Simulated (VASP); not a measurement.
# In in VASP: single point with PBEsol

Aim: the single point of In with PBEsol.

Program: VASP 6.6.1. These are calculated values, not measurements. Logs are shortened: lines on timing, memory, paths and dates and some standing lists are left out, and cuts for length are marked.

**1. The cell of the first run**

The cell holds a slab with vacuum, 4 atoms: a = 3.226 Å, b = 3.226 Å, c = 23.901 Å, α = 90.00°, β = 90.00°, γ = 109.47°.

**2. Single point, PBEsol**

File INCAR:

```
SYSTEM = In
PREC = Accurate
ENCUT = 520
EDIFF = 1E-6
ISMEAR = -1
SIGMA = 0.1
LREAL = .FALSE.
LASPH = .TRUE.
NELM = 60
ALGO = Normal
ISIF = 2
LWAVE = .FALSE.
LCHARG = .FALSE.
LDIPOL = .TRUE.
IDIPOL = 3
DIPOL = 0.5 0.5 0.500
GGA = PS
NBANDS = 34
```

File KPOINTS:

```
Automatic mesh
0
G
  12 12 1
  0 0 0
```

File POSCAR:

```
In
1.0
    3.2257693576      0.0000000000      0.0000000000
   -1.0752564525      3.0412845164      0.0000000000
    0.0000000000      0.0000000000     23.9015000000
In
4
Direct
    0.2500000000      0.2500000000      0.3391223155
    0.7500000000      0.7500000000      0.4474167964
    0.2500000000      0.2500000000      0.5525832031
    0.7500000000      0.7500000000      0.6608776843
```

Potentials or basis: VASP PAW PBE potentials, release 64 (In_d).

Command:

```sh
> cat potpaw_PBE.64/In_d/POTCAR > POTCAR
> mpirun -np 1 vasp_std > vasp.out
```

OUTCAR:

```text
SYSTEM = In
   PREC = Accurate
   ENCUT = 520
   EDIFF = 1E-6
   ISMEAR = -1
   LREAL = .FALSE.
   LASPH = .TRUE.
   NELM = 60
   ISIF = 2
   GGA = PS

 ion  position               nearest neighbor table
   1  0.250  0.250  0.339-   2 3.19   2 3.19   2 3.69   2 3.69
   2  0.750  0.750  0.447-   3 3.13   3 3.13   1 3.19   1 3.19   3 3.64   3 3.64   1 3.69   1 3.69

   3  0.250  0.250  0.553-   2 3.13   2 3.13   4 3.19   4 3.19   2 3.64   2 3.64   4 3.69   4 3.69

   4  0.750  0.750  0.661-   3 3.19   3 3.19   3 3.69   3 3.69

  LATTYP: Found a base centered orthorhombic cell.
 ALAT       =     3.7247976139
 B/A-ratio  =     1.4142135624
 C/A-ratio  =     6.4168587068

  Lattice vectors:

 A1 = (   3.2257693576,   0.0000000000,   0.0000000000)
 A2 = (  -1.0752564525,   3.0412845164,   0.0000000000)
 A3 = (   0.0000000000,   0.0000000000,  23.9015000000)

Analysis of symmetry for initial positions (statically):
=====================================================================
 Subroutine PRICEL returns:
 Original cell was already a primitive cell.

 Routine SETGRP: Setting up the symmetry group for a
 base centered orthorhombic supercell.

 Subroutine GETGRP returns: Found  8 space group operations
 (whereof  4 operations were pure point group operations)
 out of a pool of  8 trial point group operations.

The static configuration has the point symmetry C_2h.
 The point group associated with its full space group is D_2h.

Analysis of symmetry for dynamics (positions and initial velocities):
=====================================================================
 Subroutine PRICEL returns:
 Original cell was already a primitive cell.

 Routine SETGRP: Setting up the symmetry group for a
 base centered orthorhombic supercell.

 Subroutine GETGRP returns: Found  8 space group operations
 (whereof  4 operations were pure point group operations)
 out of a pool of  8 trial point group operations.

The dynamic configuration has the point symmetry C_2h.
 The point group associated with its full space group is D_2h.

 Subroutine INISYM returns: Found  8 space group operations
 (whereof  4 operations are pure point group operations),
 and found     1 'primitive' translations

----------------------------------------------------------------------------------------

                                     Primitive cell

  volume of cell :     234.4852

  direct lattice vectors                    reciprocal lattice vectors
     3.225769358  0.000000000  0.000000000     0.310003565  0.109602811  0.000000000
    -1.075256452  3.041284516  0.000000000     0.000000000  0.328808434  0.000000000
     0.000000000  0.000000000 23.901500000     0.000000000  0.000000000  0.041838378

  length of vectors
     3.225769358  3.225769358 23.901500000     0.328808434  0.328808434  0.041838378

  position of ions in fractional coordinates (direct lattice)
     0.250000000  0.250000000  0.339122315
     0.750000000  0.750000000  0.447416796
     0.250000000  0.250000000  0.552583203
     0.750000000  0.750000000  0.660877684

  ion indices of the primitive-cell ions
   primitive index   ion index
                 1           1
                 2           2
                 3           3
                 4           4

----------------------------------------------------------------------------------------

 KPOINTS: Automatic mesh

Automatic generation of k-mesh.
 Grid dimensions read from file:
 generate k-points for:   12   12    1

 Generating k-lattice:

  Cartesian coordinates                     Fractional coordinates (reciprocal lattice)
     0.025833630  0.009133568  0.000000000     0.083333333 -0.000000000  0.000000000
     0.000000000  0.027400703  0.000000000     0.000000000  0.083333333  0.000000000
     0.000000000  0.000000000  0.041838378     0.000000000  0.000000000  1.000000000

  Length of vectors
     0.027400703  0.027400703  0.041838378

  Shift w.r.t. Gamma in fractional coordinates (k-lattice)
     0.000000000  0.000000000  0.000000000

 Subroutine IBZKPT returns following result:
 ===========================================

 Found     43 irreducible k-points:

 Following reciprocal coordinates:
            Coordinates               Weight
  0.000000  0.000000  0.000000      1.000000
  0.083333  0.000000  0.000000      4.000000
  0.166667  0.000000  0.000000      4.000000
  0.250000  0.000000  0.000000      4.000000
  0.333333 -0.000000  0.000000      4.000000
  0.416667  0.000000  0.000000      4.000000
[... 16 lines left out ...]
  0.500000  0.166667  0.000000      4.000000
 -0.416667  0.166667  0.000000      4.000000
 [... further k-points ...]
   k-points           NKPTS =     43   k-points in BZ     NKDIM =     43   number of bands    NBANDS=     34
   number of dos      NEDOS =    301   number of ions     NIONS =      4
   total plane-waves  NPLWV = 103680
   dimension x,y,z NGX =    24 NGY =   24 NGZ =  180
   dimension x,y,z NGXF=    48 NGYF=   48 NGZF=  360
   ions per type =               4
   NGX,Y,Z   is equivalent  to a cutoff of  12.37, 12.37, 12.52 a.u.
   NGXF,Y,Z  is equivalent  to a cutoff of  24.74, 24.74, 25.04 a.u.
 SYSTEM =  In
   PREC   = accura    normal or accurate (medium, high low for compatibility)
   ISTART =      0    job   : 0-new  1-cont  2-samecut
   ICHARG =      2    charge: 1-file 2-atom 10-const
   ISPIN  =      1    spin polarized calculation?
   LNONCOLLINEAR =      F non collinear calculations
   LSORBIT =      F    spin-orbit coupling
   LASPH  =      T    aspherical Exc in radial PAW
   ENCUT  =  520.0 eV  38.22 Ry    6.18 a.u.   6.00  6.00 44.44*2*pi/ulx,y,z
   NELM   =     60;   NELMIN=  2; NELMDL= -5     # of ELM steps
   EDIFF  = 0.1E-05   stopping-criterion for ELM
   LREAL  =      F    real-space projection
   EDIFFG = 0.1E-04   stopping-criterion for IOM
   NSW    =      0    number of steps for IOM
   IBRION =     -1    ionic relax: 0-MD 1-quasi-New 2-CG
   NFREE  =      0    steps in history (QN), initial steepest desc. (CG)
   ISIF   =      2    stress and relaxation
   ISYM   =      2    0-nonsym 1-usesym 2-fastsym
   POTIM  = 0.5000    time-step for ionic-motion
   TEBEG  =    0.0;   TEEND  =   0.0 temperature during run
   PSTRESS=    0.0 pullay stress
   NELECT =      52.0000    total number of electrons
   NUPDOWN=      -1.0000    fix difference up-down
   EMIN   =  10.00;   EMAX   =-10.00  energy-range for DOS
   EFERMI =   0.00;   METHOD = LEGACY
   ISMEAR =    -1;   SIGMA  =   0.10  broadening in eV -4-tet -1-fermi 0-gaus
   EFERMI_NEDOS =   21; number of points for ismear=-14 and -15
   IALGO  =     38    algorithm
   IMIX   =      4    mixing-type and parameters
     AMIX     =   0.40;   BMIX     =  1.00
     AMIX_MAG =   1.60;   BMIX_MAG =  1.00
  volume/ion in A,a.u.               =      58.62       395.60
  Fermi-wavevector in a.u.,A,eV,Ry     =   0.990917  1.872562 13.359795  0.981917
  Thomas-Fermi vector in A             =   2.122622
   LORBIT       =      0    0 simple, 1 ext, 2 COOP (PROOUT), +10 PAW based schemes
   GGA     = PS    functional components
   LHFCALC =     F    Hartree Fock is set to
   AEXX    =    0.0000 exact exchange contribution
   IVDW    =     0    specifies the selected vdW correction
   LEPSILON=     F    determine dielectric tensor
   LRPA    =     F    only Hartree local field effects (RPA)
 non-spin polarized calculation
  energy-cutoff  :      520.00
  volume of cell :      234.49
 maximum number of plane-waves:      6377
   NGX = 11   NGY = 11   NGZ = 89

 number of electron      52.0000012 magnetization

 dipolmoment           0.000000      0.000000      0.000000 electrons x Angstroem

 Free energy of the ion-electron system (eV)
  ---------------------------------------------------
  ext. energy  EPLUGINS =         0.00000000
  ---------------------------------------------------
  free energy    TOTEN  =       -11.40744613 eV

  energy without entropy =      -11.34546631  energy(sigma->0) =      -11.37645622

 E-fermi :   1.1893     XC(G=0):  -5.1932

 val. band max:        1.1818027061   @ k =   0.2500   0.0833   0.0000
 cond. band min:       1.2122262448   @ k =   0.4167   0.3333   0.0000
 fundamental gap:      0.0304235387
 Fermi energy:         1.1892705277

 k-point     1 :       0.0000    0.0000    0.0000
  band No.  band energies     occupation
      1     -13.5556      2.00000
      2     -13.4975      2.00000
      3     -13.4883      2.00000
      4     -13.4537      2.00000
      5     -13.4379      2.00000
      6     -13.4339      2.00000
[... 26 lines left out ...]
     33       8.5090      0.00000
     34       8.6789      0.00000

 k-point     2 :       0.0833    0.0000    0.0000
  band No.  band energies     occupation
      1     -13.5440      2.00000
      2     -13.4881      2.00000
      3     -13.4748      2.00000
      4     -13.4541      2.00000
      5     -13.4448      2.00000
      6     -13.4357      2.00000
[... 26 lines left out ...]
     33       7.3876      0.00000
     34       8.1350      0.00000

 k-point     3 :       0.1667    0.0000    0.0000
  band No.  band energies     occupation
      1     -13.5246      2.00000
      2     -13.4829      2.00000
      3     -13.4756      2.00000
      4     -13.4476      2.00000
      5     -13.4383      2.00000
      6     -13.4267      2.00000
[... 26 lines left out ...]
     33       7.0358      0.00000
     34       7.4118      0.00000

 k-point     4 :       0.2500    0.0000    0.0000
  band No.  band energies     occupation
      1     -13.5188      2.00000
      2     -13.5014      2.00000
      3     -13.4918      2.00000
      4     -13.4574      2.00000
      5     -13.4333      2.00000
      6     -13.4175      2.00000
[... 26 lines left out ...]
     33       6.2899      0.00000
     34       7.5086      0.00000

 k-point     5 :       0.3333   -0.0000    0.0000
  band No.  band energies     occupation
      1     -13.5314      2.00000
      2     -13.5253      2.00000
      3     -13.4969      2.00000
      4     -13.4701      2.00000
      5     -13.4443      2.00000
      6     -13.4402      2.00000
[... 621 lines left out ...]
 k-point    22 :       0.4167    0.1667    0.0000
  band No.  band energies     occupation
      1     -13.5144      2.00000
      2     -13.5120      2.00000
      3     -13.4394      2.00000
      4     -13.4289      2.00000
      5     -13.4098      2.00000
      6     -13.3951      2.00000
[... 26 lines left out ...]
     33       5.3263      0.00000
     34       6.3074      0.00000

 k-point    23 :       0.5000    0.1667    0.0000
  band No.  band energies     occupation
      1     -13.5179      2.00000
      2     -13.5031      2.00000
      3     -13.4435      2.00000
      4     -13.4354      2.00000
      5     -13.4092      2.00000
      6     -13.4022      2.00000
[... 26 lines left out ...]
     33       5.8533      0.00000
     34       5.9847      0.00000

 k-point    24 :      -0.4167    0.1667    0.0000
  band No.  band energies     occupation
      1     -13.5140      2.00000
      2     -13.4822      2.00000
      3     -13.4303      2.00000
      4     -13.4256      2.00000
      5     -13.3980      2.00000
      6     -13.3963      2.00000
[... 26 lines left out ...]
     33       6.1622      0.00000
     34       6.9232      0.00000

 [... further k-points ...]

------------------------ aborting loop because EDIFF is reached ----------------------------------------

 vacuum level on the upper side and lower side of the slab       (xc-potential included)        -0.171        -0.171

  FORCE on cell =-STRESS in cart. coord.  units (eV):
  Direction    XX          YY          ZZ          XY          YZ          ZX
  --------------------------------------------------------------------------------------
  -------------------------------------------------------------------------------------
  Total       -0.6032313     -0.6105547     -0.0318829     -0.0103569      0.0000000     -0.0000000
  in kB       -4.1217240     -4.1717632     -0.2178475     -0.0707661      0.0000000     -0.0000000
  external PRESSURE =      -2.8371115 kB  Pullay stress =       0.0000000 kB

 VOLUME and BASIS-vectors are now :
 -----------------------------------------------------------------------------
  energy-cutoff  :      520.00
  volume of cell :      234.49
      direct lattice vectors                 reciprocal lattice vectors
     3.225769358  0.000000000  0.000000000     0.310003565  0.109602811  0.000000000
    -1.075256452  3.041284516  0.000000000     0.000000000  0.328808434  0.000000000
     0.000000000  0.000000000 23.901500000     0.000000000  0.000000000  0.041838378

 POSITION                                       TOTAL-FORCE (eV/Angst)
 -----------------------------------------------------------------------------------
      0.53763      0.76032      8.10553         0.000000     -0.000000     -0.001819
      1.61288      2.28096     10.69393        -0.000000      0.000000     -0.001693
      0.53763      0.76032     13.20757         0.000000     -0.000000      0.001693
      1.61288      2.28096     15.79597        -0.000000      0.000000      0.001819
 -----------------------------------------------------------------------------------
    total drift:                                0.000000     -0.000000      0.000016

  FREE ENERGIE OF THE ION-ELECTRON SYSTEM (eV)
  ---------------------------------------------------
  free  energy   TOTEN  =       -11.4074461291 eV

  energy  without entropy=      -11.3454663064  energy(sigma->0) =      -11.37645622

 vacuum level on the upper side and lower side of the slab         4.910         4.910
```

Wall time 5.6 min (1 thread of Oxide Virtual Turin-like, shared host); peak memory 0.4 GiB.

Results:

```yaml
Free_energy: -11.4074 eV
Band_gap_on_the_k_mesh: zero (bands 26 and 27 overlap by 2.77 eV)
```

Caveat: the PAW data sets were made with another functional, which shifts forces and pressure a little; spin-orbit coupling is left out, which moves the levels of the heavy elements.

The gap in the log of VASP goes by the Fermi energy; the results here count the filled bands.